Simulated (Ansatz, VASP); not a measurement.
AlP: VASP beside Ansatz

```
Al P
1.0
     0.00000    2.73920    2.73920
     2.73920    0.00000    2.73920
     2.73920    2.73920    0.00000
Al P
1 1
Direct
  0.00000 0.00000 0.00000
  0.25000 0.25000 0.25000
```

Alike in both runs: task single point; functional r2SCAN; k mesh 8 × 8 × 8; occupations gaussian, width 0.02 eV; no spin polarisation.

|  | VASP | Ansatz |
| --- | --- | --- |
| version | VASP 6.6.1 | Ansatz 0.2.0 |
| potentials or method | VASP PAW PBE potentials, release 64 (Al, P), cutoff 550 eV | scalar-relativistic, plane waves, PAW |
| valence electrons in the cell | 8 | 8 |

VASP gave:

| Property | Result |
| --- | --- |
| gap on the k mesh at the Fermi level (eV) | 1.93 |
| least direct gap on the mesh (eV) | 3.91 |
| pressure (GPa) | -0.3 |

Problem. What did Ansatz give for the same quantities?

Solution. gap on the k mesh at the Fermi level (eV): 1.93; least direct gap on the mesh (eV): 3.90; pressure (GPa): 0.0.

VASP's potentials were made for PBE, not for r2SCAN.
